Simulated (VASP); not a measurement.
# Sn (I4/mmm) in VASP: single point with r2SCAN

Aim: the single point of Sn with r2SCAN.

All numbers are computed with VASP 6.6.1; they aren't measurements. Logs are shortened: lines on timing, memory, paths and dates and some standing lists are left out, and cuts for length are marked.

### Step 1. The cell of the first run

Symmetry: I4/mmm, No. 139, tetragonal system. Conventional cell: a = 4.246 Å, b = 4.246 Å, c = 3.002 Å, α = 90.00°, β = 90.00°, γ = 90.00°. Within 4.0 Å of Sn (site symmetry 4/mmm) lie 10 Sn at 3.00 to 3.36 Å.

### Step 2. Single point, r2SCAN

Contents of POSCAR:

```
Sn
1.0
   -2.1230034024      2.1230034024      1.5009634055
    2.1230034024     -2.1230034024      1.5009634055
    2.1230034024      2.1230034024     -1.5009634055
Sn
1
Direct
    0.0000000000      0.0000000000      0.0000000000
```

Contents of INCAR.step1:

```
PREC     = Accurate       # precision mode
ENCUT    = 520            # plane-wave cutoff, eV
ISMEAR   = 0              # smearing method
SIGMA    = 0.15           # smearing width, eV
LREAL    = False          # projectors in reciprocal space
LASPH    = True           # aspherical terms in the spheres
NELM     = 60             # most SCF steps
NBANDS   = 13             # bands
GGA      = PE             # functional
ALGO     = Normal         # electronic algorithm
EDIFF    = 1E-4           # SCF threshold, eV
LWAVE    = True           # write WAVECAR
LCHARG   = False          # write CHGCAR
```

Contents of INCAR.step2:

```
PREC     = Accurate       # precision mode
ENCUT    = 520            # plane-wave cutoff, eV
EDIFF    = 1E-7           # SCF threshold, eV
ISMEAR   = 0              # smearing method
SIGMA    = 0.15           # smearing width, eV
LREAL    = False          # projectors in reciprocal space
LASPH    = True           # aspherical terms in the spheres
NELM     = 60             # most SCF steps
ALGO     = Normal         # electronic algorithm
ISIF     = 2              # what is computed and relaxed
LWAVE    = False          # write WAVECAR
LCHARG   = False          # write CHGCAR
METAGGA  = R2SCAN         # meta-GGA
LMIXTAU  = True         
NBANDS   = 13             # bands
ISTART   = 1
```

Contents of KPOINTS:

```
Automatic mesh
0
Gamma
  24 24 24
```

Potentials or basis: VASP PAW PBE potentials, release 64 (Sn_d).

The run is started by

```bash
$ cat potpaw_PBE.64/Sn_d/POTCAR > POTCAR
$ cp INCAR.step1 INCAR
$ mpirun -np 1 vasp_std > vasp.out
$ cp INCAR.step2 INCAR
$ mpirun -np 1 vasp_std > vasp.out
```

OUTCAR:

```text
PREC = Accurate
   ENCUT = 520
   EDIFF = 1E-7
   ISMEAR = 0
   LREAL = False
   LASPH = True
   NELM = 60
   ISIF = 2
   METAGGA = R2SCAN
   ISTART = 1

 ion  position               nearest neighbor table
   1  0.000  0.000  0.000-

  LATTYP: Found a body centered tetragonal cell.
 ALAT       =     4.2460068048
 C/A-ratio  =     0.7070000000

  Lattice vectors:

 A1 = (  -2.1230034024,   2.1230034024,   1.5009634055)
 A2 = (   2.1230034024,  -2.1230034024,   1.5009634055)
 A3 = (   2.1230034024,   2.1230034024,  -1.5009634055)

Analysis of symmetry for initial positions (statically):
=====================================================================
 Subroutine PRICEL returns:
 Original cell was already a primitive cell.

 Routine SETGRP: Setting up the symmetry group for a
 body centered tetragonal supercell.

 Subroutine GETGRP returns: Found 16 space group operations
 (whereof 16 operations were pure point group operations)
 out of a pool of 16 trial point group operations.

The static configuration has the point symmetry D_4h.

Analysis of symmetry for dynamics (positions and initial velocities):
=====================================================================
 Subroutine PRICEL returns:
 Original cell was already a primitive cell.

 Routine SETGRP: Setting up the symmetry group for a
 body centered tetragonal supercell.

 Subroutine GETGRP returns: Found 16 space group operations
 (whereof 16 operations were pure point group operations)
 out of a pool of 16 trial point group operations.

The dynamic configuration has the point symmetry D_4h.

 Subroutine INISYM returns: Found 16 space group operations
 (whereof 16 operations are pure point group operations),
 and found     1 'primitive' translations

----------------------------------------------------------------------------------------

                                     Primitive cell

  volume of cell :      27.0602

  direct lattice vectors                    reciprocal lattice vectors
    -2.123003402  2.123003402  1.500963406     0.000000000  0.235515402  0.333119381
     2.123003402 -2.123003402  1.500963406     0.235515402  0.000000000  0.333119381
     2.123003402  2.123003402 -1.500963406     0.235515402  0.235515402  0.000000000

  length of vectors
     3.356661740  3.356661740  3.356661740     0.407965717  0.407965717  0.333069076

  position of ions in fractional coordinates (direct lattice)
     0.000000000  0.000000000  0.000000000

  ion indices of the primitive-cell ions
   primitive index   ion index
                 1           1

----------------------------------------------------------------------------------------

 KPOINTS: Automatic mesh

Automatic generation of k-mesh.
 Grid dimensions read from file:
 generate k-points for:   24   24   24

 Generating k-lattice:

  Cartesian coordinates                     Fractional coordinates (reciprocal lattice)
     0.000000000  0.009813142  0.013879974     0.041666667 -0.000000000  0.000000000
     0.009813142  0.000000000  0.013879974    -0.000000000  0.041666667  0.000000000
     0.009813142  0.009813142  0.000000000     0.000000000  0.000000000  0.041666667

  Length of vectors
     0.016998572  0.016998572  0.013877878

  Shift w.r.t. Gamma in fractional coordinates (k-lattice)
     0.000000000  0.000000000  0.000000000

 Subroutine IBZKPT returns following result:
 ===========================================

 Found   1063 irreducible k-points:

 Following reciprocal coordinates:
            Coordinates               Weight
  0.000000  0.000000  0.000000      1.000000
  0.041667 -0.000000  0.000000      8.000000
  0.083333 -0.000000  0.000000      8.000000
  0.125000 -0.000000  0.000000      8.000000
  0.166667 -0.000000  0.000000      8.000000
  0.208333 -0.000000  0.000000      8.000000
[... 16 lines left out ...]
  0.416667  0.041667  0.000000     16.000000
  0.458333  0.041667  0.000000     16.000000
 [... further k-points ...]
   k-points           NKPTS =   1063   k-points in BZ     NKDIM =   1063   number of bands    NBANDS=     13
   number of dos      NEDOS =    301   number of ions     NIONS =      1
   total plane-waves  NPLWV =  21952
   dimension x,y,z NGX =    28 NGY =   28 NGZ =   28
   dimension x,y,z NGXF=    56 NGYF=   56 NGZF=   56
   ions per type =               1
   NGX,Y,Z   is equivalent  to a cutoff of  13.87, 13.87, 13.87 a.u.
   NGXF,Y,Z  is equivalent  to a cutoff of  27.74, 27.74, 27.74 a.u.
 SYSTEM =  unknown system
   PREC   = accura    normal or accurate (medium, high low for compatibility)
   ISTART =      1    job   : 0-new  1-cont  2-samecut
   ICHARG =      0    charge: 1-file 2-atom 10-const
   ISPIN  =      1    spin polarized calculation?
   LNONCOLLINEAR =      F non collinear calculations
   LSORBIT =      F    spin-orbit coupling
   LASPH  =      T    aspherical Exc in radial PAW
   ENCUT  =  520.0 eV  38.22 Ry    6.18 a.u.   6.24  6.24  6.24*2*pi/ulx,y,z
   NELM   =     60;   NELMIN=  2; NELMDL=  0     # of ELM steps
   EDIFF  = 0.1E-06   stopping-criterion for ELM
   LREAL  =      F    real-space projection
   EDIFFG = 0.1E-05   stopping-criterion for IOM
   NSW    =      0    number of steps for IOM
   IBRION =     -1    ionic relax: 0-MD 1-quasi-New 2-CG
   NFREE  =      0    steps in history (QN), initial steepest desc. (CG)
   ISIF   =      2    stress and relaxation
   ISYM   =      2    0-nonsym 1-usesym 2-fastsym
   POTIM  = 0.5000    time-step for ionic-motion
   TEBEG  =    0.0;   TEEND  =   0.0 temperature during run
   PSTRESS=    0.0 pullay stress
   NELECT =      14.0000    total number of electrons
   NUPDOWN=      -1.0000    fix difference up-down
   EMIN   =  10.00;   EMAX   =-10.00  energy-range for DOS
   EFERMI =   0.00;   METHOD = LEGACY
   ISMEAR =     0;   SIGMA  =   0.15  broadening in eV -4-tet -1-fermi 0-gaus
   EFERMI_NEDOS =   21; number of points for ismear=-14 and -15
   IALGO  =     38    algorithm
   IMIX   =      4    mixing-type and parameters
     AMIX     =   0.40;   BMIX     =  1.00
     AMIX_MAG =   1.60;   BMIX_MAG =  1.00
  volume/ion in A,a.u.               =      27.06       182.61
  Fermi-wavevector in a.u.,A,eV,Ry     =   1.314237  2.483548 23.500239  1.727219
  Thomas-Fermi vector in A             =   2.444504
   LORBIT       =      0    0 simple, 1 ext, 2 COOP (PROOUT), +10 PAW based schemes
   METAGGA = R2SCAN    functional components
   LHFCALC =     F    Hartree Fock is set to
   AEXX    =    0.0000 exact exchange contribution
   IVDW    =     0    specifies the selected vdW correction
   LEPSILON=     F    determine dielectric tensor
   LRPA    =     F    only Hartree local field effects (RPA)
 non-spin polarized calculation
 Gauss-broadening in eV      SIGMA  =   0.15
  energy-cutoff  :      520.00
  volume of cell :       27.06
 maximum number of plane-waves:       750
 NGX is ok and might be reduce to    28
   NGX = 13   NGY = 13   NGZ = 13

 number of electron      14.0000001 magnetization

 Free energy of the ion-electron system (eV)
  ---------------------------------------------------
  ext. energy  EPLUGINS =         0.00000000
  ---------------------------------------------------
  free energy    TOTEN  =       -24.46558882 eV

  energy without entropy =      -24.45974484  energy(sigma->0) =      -24.46266683

 E-fermi :   8.1224     XC(G=0): -11.2185

 val. band max:        8.1176064531   @ k =  -0.2500   0.2500   0.2083
 cond. band min:       8.1404731949   @ k =  -0.2917   0.4583   0.2500
 fundamental gap:      0.0228667417
 Fermi energy:         8.1223515458

 k-point     1 :       0.0000    0.0000    0.0000
  band No.  band energies     occupation
      1     -14.3045      2.00000
      2     -14.2460      2.00000
      3     -14.0674      2.00000
      4     -14.0674      2.00000
      5     -14.0206      2.00000
      6      -3.7301      2.00000
      7      13.7456      0.00000
      8      13.7456      0.00000
      9      17.1037      0.00000
     10      18.5259      0.00000
     11      20.1468      0.00000
     12      22.9933      0.00000
     13      22.9933      0.00000

 k-point     2 :       0.0417   -0.0000    0.0000
  band No.  band energies     occupation
      1     -14.2978      2.00000
      2     -14.2434      2.00000
      3     -14.0692      2.00000
      4     -14.0691      2.00000
      5     -14.0215      2.00000
      6      -3.6823      2.00000
      7      13.6222      0.00000
      8      13.6742      0.00000
      9      17.2992      0.00000
     10      18.5642      0.00000
     11      19.8711      0.00000
     12      22.4613      0.00000
     13      22.5033      0.00000

 k-point     3 :       0.0833   -0.0000    0.0000
  band No.  band energies     occupation
      1     -14.2784      2.00000
      2     -14.2361      2.00000
      3     -14.0746      2.00000
      4     -14.0739      2.00000
      5     -14.0240      2.00000
      6      -3.5389      2.00000
      7      13.3199      0.00000
      8      13.4837      0.00000
      9      17.8130      0.00000
     10      18.1525      0.00000
     11      19.6434      0.00000
     12      21.5559      0.00000
     13      21.5682      0.00000
[... 305 lines left out ...]
 k-point    23 :       0.4167    0.0417    0.0000
  band No.  band energies     occupation
      1     -14.2605      2.00000
      2     -14.2055      2.00000
      3     -14.0637      2.00000
      4     -14.0013      2.00000
      5     -13.8985      2.00000
      6       1.8160      2.00000
      7       4.9624      2.00000
      8      11.2164      0.00000
      9      12.0239      0.00000
     10      15.5890      0.00000
     11      15.8629      0.00000
     12      21.4101      0.00000
     13      24.9312      0.00000

 k-point    24 :       0.4583    0.0417    0.0000
  band No.  band energies     occupation
      1     -14.2635      2.00000
      2     -14.2084      2.00000
      3     -14.0651      2.00000
      4     -13.9940      2.00000
      5     -13.8915      2.00000
      6       2.7818      2.00000
      7       3.8546      2.00000
      8      11.0726      0.00000
      9      11.9365      0.00000
     10      15.5065      0.00000
     11      15.8851      0.00000
     12      21.5433      0.00000
     13      24.6665      0.00000

 [... further k-points ...]

------------------------ aborting loop because EDIFF is reached ----------------------------------------

  FORCE on cell =-STRESS in cart. coord.  units (eV):
  Direction    XX          YY          ZZ          XY          YZ          ZX
  --------------------------------------------------------------------------------------
  -------------------------------------------------------------------------------------
  Total       -0.0023552     -0.0023552      1.2021686      0.0000000     -0.0000000      0.0000000
  in kB       -0.1394438     -0.1394438     71.1777857      0.0000000     -0.0000000      0.0000000
  external PRESSURE =      23.6329660 kB  Pullay stress =       0.0000000 kB

 VOLUME and BASIS-vectors are now :
 -----------------------------------------------------------------------------
  energy-cutoff  :      520.00
  volume of cell :       27.06
      direct lattice vectors                 reciprocal lattice vectors
    -2.123003402  2.123003402  1.500963406     0.000000000  0.235515402  0.333119381
     2.123003402 -2.123003402  1.500963406     0.235515402  0.000000000  0.333119381
     2.123003402  2.123003402 -1.500963406     0.235515402  0.235515402  0.000000000

 POSITION                                       TOTAL-FORCE (eV/Angst)
 -----------------------------------------------------------------------------------
      0.00000      0.00000      0.00000         0.000000      0.000000     -0.000000
 -----------------------------------------------------------------------------------
    total drift:                                0.000000      0.000000      0.000000

  FREE ENERGIE OF THE ION-ELECTRON SYSTEM (eV)
  ---------------------------------------------------
  free  energy   TOTEN  =       -24.4655888233 eV

  energy  without entropy=      -24.4597448376  energy(sigma->0) =      -24.46266683
```

It took 31 min on 1 thread of Oxide Virtual Turin-like, shared host; peak memory 0.42 GiB.

Results:

```
Free energy            : -24.4656 eV
Pressure               : 2.4 GPa
Band gap on the k mesh : zero (bands 7 and 8 overlap by 8.57 eV)
```

Caveat: the stress differs along the axes, from -0 to 7 GPa; the PAW data sets were made with another functional, which shifts forces and pressure a little; spin-orbit coupling is left out, which moves the levels of the heavy elements.

The gap in the log of VASP goes by the Fermi energy; the results here count the filled bands.